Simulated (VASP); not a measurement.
# Al4N5 in VASP: single point with r2SCAN

Aim: the single point of Al4N5 with r2SCAN.

All numbers are computed with VASP 6.6.1; they aren't measurements. Logs are shortened: lines on timing, memory, paths and dates and some standing lists are left out, and cuts for length are marked.

## (1) The cell of the first run

The cell holds a slab with vacuum, 9 atoms: a = 3.107 Å, b = 3.107 Å, c = 27.057 Å, α = 90.00°, β = 90.00°, γ = 120.00°.

## (2) Single point, r2SCAN, collinear spin

The input, POSCAR:

```
Al4N5
1.0
    3.1066653380      0.0000000000      0.0000000000
   -1.5533326690      2.6904511037      0.0000000000
    0.0000000000      0.0000000000     27.0569797326
N Al
5 4
Direct
    0.3333333333      0.6666666667      0.3141518412
    0.6666666667      0.3333333334      0.4061503734
    0.3334871485      0.6667435742      0.4980542986
    0.6658310021      0.3329155010      0.5901221238
    0.1033967351      0.5516983675      0.6796585149
    0.6666666667      0.3333333334      0.3359344817
    0.3333333333      0.6666666667      0.4279330140
    0.6668128647      0.3334064323      0.5200716538
    0.3384092843      0.6692046422      0.6127783817
```

The input, INCAR.step1:

```
PREC = Accurate
ENCUT = 520
ISMEAR = 0
SIGMA = 0.05
LREAL = F
LASPH = T
NELM = 150
ISPIN = 2
MAGMOM = 0 0 0 0 3 0 0 0 0
LDIPOL = T
IDIPOL = 3
DIPOL = 0.5 0.5 0.487
NBANDS = 32
GGA = PE
ALGO = Normal
EDIFF = 1E-4
LWAVE = T
LCHARG = F
```

The input, INCAR.step2:

```
PREC = Accurate
ENCUT = 520
EDIFF = 1E-6
ISMEAR = 0
SIGMA = 0.05
LREAL = F
LASPH = T
NELM = 150
ALGO = Normal
ISIF = 2
LWAVE = F
LCHARG = F
ISPIN = 2
MAGMOM = 0 0 0 0 3 0 0 0 0
LORBIT = 11
LDIPOL = T
IDIPOL = 3
DIPOL = 0.5 0.5 0.487
METAGGA = R2SCAN
LMIXTAU = T
NBANDS = 32
ISTART = 1
```

The input, KPOINTS:

```
Automatic mesh
0
Gamma
  9 9 1
```

Potentials or basis: VASP PAW PBE potentials, release 64 (N, Al).

Command:

```console
$ cat potpaw_PBE.64/N/POTCAR potpaw_PBE.64/Al/POTCAR > POTCAR
$ cp INCAR.step1 INCAR
$ mpirun -np 1 vasp_std > vasp.out
$ cp INCAR.step2 INCAR
$ mpirun -np 1 vasp_std > vasp.out
```

OUTCAR:

```text
PREC = Accurate
   ENCUT = 520
   EDIFF = 1E-6
   ISMEAR = 0
   LREAL = F
   LASPH = T
   NELM = 150
   ISIF = 2
   ISPIN = 2
   LORBIT = 11
   METAGGA = R2SCAN
   ISTART = 1

 ion  position               nearest neighbor table
   1  0.333  0.667  0.314-   6 1.89   6 1.89   6 1.89
   2  0.667  0.333  0.406-   7 1.89   7 1.89   7 1.89   6 1.90
   3  0.333  0.667  0.498-   8 1.89   8 1.89   8 1.89   7 1.90
   4  0.666  0.333  0.590-   9 1.89   9 1.89   8 1.90   9 1.91
   5  0.103  0.552  0.680-   9 1.92
   6  0.667  0.333  0.336-   1 1.89   1 1.89   1 1.89   2 1.90   7 3.07   7 3.07   7 3.07
   7  0.333  0.667  0.428-   2 1.89   2 1.89   2 1.89   3 1.90   6 3.07   6 3.07   6 3.07   8 3.07
                             8 3.07   8 3.07
   8  0.667  0.333  0.520-   3 1.89   3 1.89   3 1.89   4 1.90   7 3.07   7 3.07   7 3.07   9 3.08
                             9 3.08   9 3.09
   9  0.338  0.669  0.613-   4 1.89   4 1.89   4 1.91   5 1.92   8 3.08   8 3.08   8 3.09

  LATTYP: Found a hexagonal cell.
 ALAT       =     3.1066653380
 C/A-ratio  =     8.7093319649

  Lattice vectors:

 A1 = (   3.1066653380,   0.0000000000,   0.0000000000)
 A2 = (  -1.5533326690,   2.6904511037,   0.0000000000)
 A3 = (   0.0000000000,   0.0000000000,  27.0569797326)

Analysis of symmetry for initial positions (statically):
=====================================================================
 Subroutine PRICEL returns:
 Original cell was already a primitive cell.

 Routine SETGRP: Setting up the symmetry group for a
 hexagonal supercell.

 Subroutine GETGRP returns: Found  2 space group operations
 (whereof  2 operations were pure point group operations)
 out of a pool of 24 trial point group operations.

The static configuration has the point symmetry C_1h.

Analysis of symmetry for dynamics (positions and initial velocities):
=====================================================================
 Subroutine PRICEL returns:
 Original cell was already a primitive cell.

 Routine SETGRP: Setting up the symmetry group for a
 hexagonal supercell.

 Subroutine GETGRP returns: Found  2 space group operations
 (whereof  2 operations were pure point group operations)
 out of a pool of 24 trial point group operations.

The dynamic configuration has the point symmetry C_1h.

Analysis of structural, dynamic, and magnetic symmetry:
=====================================================================
 Subroutine PRICEL returns:
[... 174 lines left out ...]
 E-fermi :  -1.3487     XC(G=0):  -5.2301

 val. band max:       -1.4071864171   @ k =   0.2222   0.0000   0.0000
 cond. band min:      -1.3287301014   @ k =   0.2222   0.1111   0.0000
 fundamental gap:      0.0784563156
 Fermi energy:        -1.3486521928

 spin component 1

 k-point     1 :       0.0000    0.0000    0.0000
  band No.  band energies     occupation
      1     -18.6412      1.00000
      2     -18.1050      1.00000
      3     -17.3537      1.00000
      4     -16.4415      1.00000
      5     -15.8788      1.00000
      6      -8.2613      1.00000
[... 781 lines left out ...]
     29       8.7219      0.00000
     30       9.2752      0.00000

 [... further k-points ...]

 spin component 2

 k-point     1 :       0.0000    0.0000    0.0000
  band No.  band energies     occupation
      1     -18.6509      1.00000
      2     -18.0393      1.00000
      3     -17.2612      1.00000
      4     -16.6836      1.00000
      5     -12.8275      1.00000
      6      -8.2266      1.00000
[... 781 lines left out ...]
     29       8.6766      0.00000
     30       9.4444      0.00000

 [... further k-points ...]

 [bands above 30 left out]

------------------------ aborting loop because EDIFF is reached ----------------------------------------

 vacuum level on the upper side and lower side of the slab       (xc-potential included)         0.431        -0.792

  FORCE on cell =-STRESS in cart. coord.  units (eV):
  Direction    XX          YY          ZZ          XY          YZ          ZX
  --------------------------------------------------------------------------------------
  -------------------------------------------------------------------------------------
  Total       -0.0085607     -0.0028567     -1.2814703     -0.0049398      0.0054115      0.0075917
  in kB       -0.0606483     -0.0202386     -9.0786284     -0.0349959      0.0383377      0.0537837
  external PRESSURE =      -3.0531718 kB  Pullay stress =       0.0000000 kB

 VOLUME and BASIS-vectors are now :
 -----------------------------------------------------------------------------
  energy-cutoff  :      520.00
  volume of cell :      226.15
      direct lattice vectors                 reciprocal lattice vectors
     3.106665338  0.000000000  0.000000000     0.321888550  0.185842441  0.000000000
    -1.553332669  2.690451104  0.000000000     0.000000000  0.371684882  0.000000000
     0.000000000  0.000000000 27.056979733     0.000000000  0.000000000  0.036959040

 POSITION                                       TOTAL-FORCE (eV/Angst)
 -----------------------------------------------------------------------------------
     -0.00000      1.79363      8.50000        -0.000199     -0.000115      2.103588
      1.55333      0.89682     10.98920         0.000520      0.000300      0.088287
      0.00036      1.79384     13.47585         0.000619      0.000357     -0.021649
      1.55139      0.89569     15.96692        -0.002684     -0.001549     -0.002285
     -0.53575      1.48432     18.38951         0.010758      0.006211      0.013912
      1.55333      0.89682      9.08937        -0.000086     -0.000050     -2.170319
     -0.00000      1.79363     11.57857         0.001395      0.000805      0.005864
      1.55367      0.89701     14.07157        -0.001208     -0.000698      0.007551
      0.01183      1.80046     16.57993        -0.009114     -0.005262     -0.024949
 -----------------------------------------------------------------------------------
    total drift:                                0.001149      0.000664     -0.008457

  FREE ENERGIE OF THE ION-ELECTRON SYSTEM (eV)
  ---------------------------------------------------
  free  energy   TOTEN  =       -79.3711774612 eV

  energy  without entropy=      -79.3680984054  energy(sigma->0) =      -79.36963793

 vacuum level on the upper side and lower side of the slab         5.999         4.745

 total charge

# of ion       s       p       d       tot
------------------------------------------
    1        1.255   2.491   0.000   3.746
    2        1.235   2.664   0.000   3.899
    3        1.231   2.671   0.000   3.902
    4        1.233   2.654   0.000   3.887
    5        1.330   2.105   0.000   3.435
    6        0.370   0.451   0.000   0.821
    7        0.367   0.450   0.000   0.816
    8        0.367   0.448   0.000   0.816
    9        0.370   0.438   0.000   0.808
--------------------------------------------------
tot          7.759  14.372   0.000  22.131

 magnetization (x)

# of ion       s       p       d       tot
------------------------------------------
    1       -0.025  -0.404   0.000  -0.429
    2       -0.001  -0.042   0.000  -0.044
    3        0.001   0.004   0.000   0.004
    4        0.007   0.077   0.000   0.084
    5        0.053   1.423   0.000   1.476
    6        0.006   0.005   0.000   0.011
    7       -0.001  -0.001   0.000  -0.002
    8        0.002   0.005   0.000   0.007
    9       -0.007  -0.003   0.000  -0.010
--------------------------------------------------
tot          0.034   1.064   0.000   1.098
```

OUTCAR.step1:

```text
PREC = Accurate
   ENCUT = 520
   ISMEAR = 0
   LREAL = F
   LASPH = T
   NELM = 150
   ISPIN = 2
[... 1862 lines left out ...]
      1.55367      0.89701     14.07157         0.008348      0.004820     -0.342188
      0.01183      1.80046     16.57993         0.044285      0.025568     -0.004075
 -----------------------------------------------------------------------------------
    total drift:                               -0.000933     -0.000539      0.004900

  FREE ENERGIE OF THE ION-ELECTRON SYSTEM (eV)
  ---------------------------------------------------
  free  energy   TOTEN  =       -60.8950903505 eV

  energy  without entropy=      -60.8844389347  energy(sigma->0) =      -60.88976464

 vacuum level on the upper side and lower side of the slab         5.504         4.953
```

Run time: 2.3 h. Hardware: 1 thread of Oxide Virtual Turin-like, shared host; peak memory 0.63 GiB.

Results:

* Free energy: -79.3712 eV
* Largest force: 2.170 eV/Å
* Net moment: 1.58 μB per cell
* Site moments: N -0.43, -0.04, +0.00, +0.08, +1.48; Al +0.01, -0.00, -0.01 (each value once) μB
* Valence electrons inside the program's atomic spheres: N 3.75, 3.90, 3.89, 3.44 (each value once); Al 0.82, 0.81 (each value once)

Forces on the atoms (eV/Å):
```
N    0.000  0.000  2.104
N    0.001  0.000  0.088
N    0.001  0.000 -0.022
N   -0.003 -0.002 -0.002
N    0.011  0.006  0.014
Al   0.000  0.000 -2.170
Al   0.001  0.001  0.006
Al  -0.001 -0.001  0.008
Al  -0.009 -0.005 -0.025
```

Caveat: the PAW data sets were made with another functional, which shifts forces and pressure a little.
